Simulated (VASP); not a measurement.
# TiB2 (P6/mmm) in VASP: settings compared, part 2 of 3

VASP 6.6.1. The steps go on from the part before.

## (4) Relaxation of cell and atoms, PBEsol+D3(BJ)

This run uses another cell than the first one, of 8.55 Å³/atom.

File INCAR:

```
SYSTEM = TiB2
ALGO = Normal ; EDIFF = 1E-6
EDIFFG = -0.01 ; ENCUT = 600
GGA = PS ; IBRION = 2
ISIF = 3 ; ISMEAR = -1
IVDW = 12 ; LASPH = .True.
LCHARG = .False. ; LREAL = .False.
LWAVE = .False. ; NELM = 80
NSW = 60 ; PREC = Accurate
SIGMA = 0.05
```

File KPOINTS:

```
k-points
0
Gamma
  10 10 8
  0 0 0
```

File POSCAR:

```
TiB2
1.0
    3.0292000000      0.0000000000      0.0000000000
   -1.5146000000      2.6233641531      0.0000000000
    0.0000000000      0.0000000000      3.2284000000
Ti B
1 2
Direct
    0.0000000000      0.0000000000      0.0000000000
    0.6666666667      0.3333333333      0.5000000000
    0.3333333333      0.6666666667      0.5000000000
```

Potentials or basis: VASP PAW PBE potentials, release 64 (Ti_sv, B).

Launch:

```sh
cat potpaw_PBE.64/Ti_sv/POTCAR potpaw_PBE.64/B/POTCAR > POTCAR
mpirun -np 1 vasp_std > vasp.out
```

OUTCAR:

```text
SYSTEM = TiB2
   EDIFF = 1E-6
   EDIFFG = -0.01
   ENCUT = 600
   GGA = PS
   IBRION = 2
   ISIF = 3
   ISMEAR = -1
   IVDW = 12
   LASPH = .True.
   LREAL = .False.
   NELM = 80
   NSW = 60
   PREC = Accurate
 IVDW          = 12

 ion  position               nearest neighbor table
   1  0.000  0.000  0.000-   2 2.38   3 2.38   2 2.38   3 2.38   3 2.38   3 2.38   2 2.38   2 2.38
                             2 2.38   2 2.38   3 2.38   3 2.38
   2  0.667  0.333  0.500-   3 1.75   3 1.75   3 1.75   1 2.38   1 2.38   1 2.38   1 2.38   1 2.38
                             1 2.38
   3  0.333  0.667  0.500-   2 1.75   2 1.75   2 1.75   1 2.38   1 2.38   1 2.38   1 2.38   1 2.38
                             1 2.38

  LATTYP: Found a hexagonal cell.
 ALAT       =     3.0292000000
 C/A-ratio  =     1.0657599366

  Lattice vectors:

 A1 = (   3.0292000000,   0.0000000000,   0.0000000000)
 A2 = (  -1.5146000000,   2.6233641531,   0.0000000000)
 A3 = (   0.0000000000,   0.0000000000,   3.2284000000)

Analysis of symmetry for initial positions (statically):
=====================================================================
 Subroutine PRICEL returns:
 Original cell was already a primitive cell.

 Routine SETGRP: Setting up the symmetry group for a
 hexagonal supercell.

 Subroutine GETGRP returns: Found 24 space group operations
 (whereof 24 operations were pure point group operations)
 out of a pool of 24 trial point group operations.

The static configuration has the point symmetry D_6h.

Analysis of symmetry for dynamics (positions and initial velocities):
=====================================================================
 Subroutine PRICEL returns:
 Original cell was already a primitive cell.

 Routine SETGRP: Setting up the symmetry group for a
 hexagonal supercell.

 Subroutine GETGRP returns: Found 24 space group operations
 (whereof 24 operations were pure point group operations)
 out of a pool of 24 trial point group operations.

The dynamic configuration has the point symmetry D_6h.

 Subroutine INISYM returns: Found 24 space group operations
 (whereof 24 operations are pure point group operations),
 and found     1 'primitive' translations

----------------------------------------------------------------------------------------

                                     Primitive cell

  volume of cell :      25.6551

  direct lattice vectors                    reciprocal lattice vectors
     3.029200000  0.000000000  0.000000000     0.330120164  0.190594965  0.000000000
    -1.514600000  2.623364153  0.000000000     0.000000000  0.381189931  0.000000000
     0.000000000  0.000000000  3.228400000     0.000000000  0.000000000  0.309750960

  length of vectors
     3.029200000  3.029200000  3.228400000     0.381189931  0.381189931  0.309750960

  position of ions in fractional coordinates (direct lattice)
     0.000000000  0.000000000  0.000000000
     0.666666667  0.333333333  0.500000000
     0.333333333  0.666666667  0.500000000

  ion indices of the primitive-cell ions
   primitive index   ion index
                 1           1
                 2           2
                 3           3

----------------------------------------------------------------------------------------

 KPOINTS: k-points

Automatic generation of k-mesh.
 Grid dimensions read from file:
 generate k-points for:   10   10    8

 Generating k-lattice:

  Cartesian coordinates                     Fractional coordinates (reciprocal lattice)
     0.033012016  0.019059497  0.000000000     0.100000000  0.000000000  0.000000000
     0.000000000  0.038118993  0.000000000     0.000000000  0.100000000  0.000000000
     0.000000000  0.000000000  0.038718870     0.000000000  0.000000000  0.125000000

  Length of vectors
     0.038118993  0.038118993  0.038718870

  Shift w.r.t. Gamma in fractional coordinates (k-lattice)
     0.000000000  0.000000000  0.000000000

 Subroutine IBZKPT returns following result:
 ===========================================

 Found     70 irreducible k-points:

 Following reciprocal coordinates:
            Coordinates               Weight
  0.000000  0.000000  0.000000      1.000000
  0.100000 -0.000000  0.000000      6.000000
  0.200000 -0.000000  0.000000      6.000000
  0.300000 -0.000000  0.000000      6.000000
  0.400000 -0.000000  0.000000      6.000000
  0.500000 -0.000000  0.000000      3.000000
[... 16 lines left out ...]
  0.300000  0.100000  0.125000     24.000000
  0.400000  0.100000  0.125000     24.000000
 [... further k-points ...]
   k-points           NKPTS =     70   k-points in BZ     NKDIM =     70   number of bands    NBANDS=     13
   number of dos      NEDOS =    301   number of ions     NIONS =      3
   total plane-waves  NPLWV =  16128
   dimension x,y,z NGX =    24 NGY =   24 NGZ =   28
   dimension x,y,z NGXF=    48 NGYF=   48 NGZF=   56
   ions per type =               1   2
   NGX,Y,Z   is equivalent  to a cutoff of  13.17, 13.17, 14.42 a.u.
   NGXF,Y,Z  is equivalent  to a cutoff of  26.34, 26.34, 28.84 a.u.
 SYSTEM =  TiB2
   PREC   = accura    normal or accurate (medium, high low for compatibility)
   ISTART =      0    job   : 0-new  1-cont  2-samecut
   ICHARG =      2    charge: 1-file 2-atom 10-const
   ISPIN  =      1    spin polarized calculation?
   LNONCOLLINEAR =      F non collinear calculations
   LSORBIT =      F    spin-orbit coupling
   LASPH  =      T    aspherical Exc in radial PAW
   ENCUT  =  600.0 eV  44.10 Ry    6.64 a.u.   6.05  6.05  6.45*2*pi/ulx,y,z
   NELM   =     80;   NELMIN=  2; NELMDL= -5     # of ELM steps
   EDIFF  = 0.1E-05   stopping-criterion for ELM
   LREAL  =      F    real-space projection
   EDIFFG = -.1E-01   stopping-criterion for IOM
   NSW    =     60    number of steps for IOM
   IBRION =      2    ionic relax: 0-MD 1-quasi-New 2-CG
   NFREE  =      1    steps in history (QN), initial steepest desc. (CG)
   ISIF   =      3    stress and relaxation
   ISYM   =      2    0-nonsym 1-usesym 2-fastsym
   POTIM  = 0.5000    time-step for ionic-motion
   TEBEG  =    0.0;   TEEND  =   0.0 temperature during run
   PSTRESS=    0.0 pullay stress
   NELECT =      18.0000    total number of electrons
   NUPDOWN=      -1.0000    fix difference up-down
   EMIN   =  10.00;   EMAX   =-10.00  energy-range for DOS
   EFERMI =   0.00;   METHOD = LEGACY
   ISMEAR =    -1;   SIGMA  =   0.05  broadening in eV -4-tet -1-fermi 0-gaus
   EFERMI_NEDOS =   21; number of points for ismear=-14 and -15
   IALGO  =     38    algorithm
   IMIX   =      4    mixing-type and parameters
     AMIX     =   0.40;   BMIX     =  1.00
     AMIX_MAG =   1.60;   BMIX_MAG =  1.00
  volume/ion in A,a.u.               =       8.55        57.71
  Fermi-wavevector in a.u.,A,eV,Ry     =   1.454703  2.748990 28.792122  2.116161
  Thomas-Fermi vector in A             =   2.571823
   LORBIT       =      0    0 simple, 1 ext, 2 COOP (PROOUT), +10 PAW based schemes
   GGA     = PS    functional components
   LHFCALC =     F    Hartree Fock is set to
   AEXX    =    0.0000 exact exchange contribution
   IVDW    =    12    specifies the selected vdW correction
   LEPSILON=     F    determine dielectric tensor
   LRPA    =     F    only Hartree local field effects (RPA)
 conjugate gradient relaxation of ions
 non-spin polarized calculation
  energy-cutoff  :      600.00
  volume of cell :       25.66
 maximum number of plane-waves:       878
   NGX = 13   NGY = 13   NGZ = 13

--------------------------------------- Ionic step        1  -------------------------------------------

 number of electron      18.0000002 magnetization

 Free energy of the ion-electron system (eV)
  ---------------------------------------------------
  ext. energy  EPLUGINS =         0.00000000
  ---------------------------------------------------
  free energy    TOTEN  =       -25.78023972 eV

  energy without entropy =      -25.77392801  energy(sigma->0) =      -25.77708386

 E-fermi :   9.8380     XC(G=0): -12.8717

 val. band max:        9.8118372199   @ k =   0.2000   0.2000   0.1250
 cond. band min:       9.8395942422   @ k =   0.3000   0.2000   0.0000
 fundamental gap:      0.0277570223
 Fermi energy:         9.8380428717

 k-point     1 :       0.0000    0.0000    0.0000
  band No.  band energies     occupation
      1     -46.7960      2.00000
      2     -23.2503      2.00000
      3     -22.9381      2.00000
      4     -22.9381      2.00000
      5      -3.5603      2.00000
      6       7.3134      2.00000
      7       7.3134      2.00000
      8       7.6024      2.00000
      9       7.7577      2.00000
     10      11.8002      0.00000
     11      11.8002      0.00000
     12      13.5853      0.00000
     13      13.5853      0.00000
[... 488 lines left out ...]
  energy  without entropy=      -26.9250781883  energy(sigma->0) =      -26.92825325

--------------------------------------- Ionic step        4  -------------------------------------------

 number of electron      18.0000003 magnetization

 Free energy of the ion-electron system (eV)
  ---------------------------------------------------
  ext. energy  EPLUGINS =         0.00000000
  ---------------------------------------------------
  free energy    TOTEN  =       -25.77278733 eV

  energy without entropy =      -25.76594874  energy(sigma->0) =      -25.76936803

 E-fermi :  10.3489     XC(G=0): -13.1031

 val. band max:       10.3434477991   @ k =   0.3000   0.2000   0.0000
 cond. band min:      10.3733133674   @ k =   0.4000   0.2000   0.0000
 fundamental gap:      0.0298655683
 Fermi energy:        10.3489007269

 k-point     1 :       0.0000    0.0000    0.0000
  band No.  band energies     occupation
      1     -46.1382      2.00000
      2     -22.5943      2.00000
      3     -22.2694      2.00000
      4     -22.2694      2.00000
      5      -3.2766      2.00000
      6       7.6554      2.00000
      7       7.6554      2.00000
      8       8.1947      2.00000
      9       8.2516      2.00000
     10      12.4738      0.00000
     11      12.4738      0.00000
     12      14.4132      0.00000
     13      14.4132      0.00000
[... 402 lines left out ...]
  FREE ENERGIE OF THE ION-ELECTRON SYSTEM (eV)
  ---------------------------------------------------
  free  energy   TOTEN  =       -26.9331040746 eV

  energy  without entropy=      -26.9262654769  energy(sigma->0) =      -26.92968478

 reached required accuracy - stopping structural energy minimisation
```

It took 46 s on 1 thread of AMD EPYC 9R45 (Zen 5), shared host; peak memory 0.15 GiB.

What came out:

```
Free energy                           : -26.9331 eV
Relaxed volume                        : 8.16 Å³/atom
Relaxed cell                          : a = 2.994 Å, b = 2.994 Å, c = 3.153 Å, α = 90.00°, β = 90.00°, γ = 120.00°
Space group after relaxing (to 0.1 Å) : P6/mmm (No. 191)
Energy gained by relaxing             : 15.6 meV/atom
Ionic steps                           : 4
Pressure after relaxing               : -0.1 GPa
Band gap on the k mesh                : zero (bands 9 and 10 overlap by 0.78 eV)
Dispersion energy per atom            : -0.387 eV
```

Stress tensor (GPa, compression positive):
```
-0.05  0.00  0.00
 0.00 -0.05  0.00
 0.00  0.00 -0.14
```

Step by step:
```tsv
step	energy change (eV)	largest force (eV/Å)	pressure (GPa)	volume (Å³)
1	0.0000	0.0000	-11.75	25.66
2	-0.0007	0.0000	13.86	23.40
3	-0.0453	0.0000	0.12	24.49
4	-0.0469	0.0000	-0.08	24.47
```

Final structure:
```
CELL_PARAMETERS angstrom
2.99353 0.00000 0.00000
-1.49677 2.59248 0.00000
0.00000 0.00000 3.15345
ATOMIC_POSITIONS crystal
Ti 0.00000 0.00000 0.00000
B 0.66667 0.33333 0.50000
B 0.33333 0.66667 0.50000
```

Caveat: the PAW data sets were made with another functional, which shifts forces and pressure a little.

[end of part 2 of 3]

The gap in the log of VASP goes by the Fermi energy; the results here count the filled bands.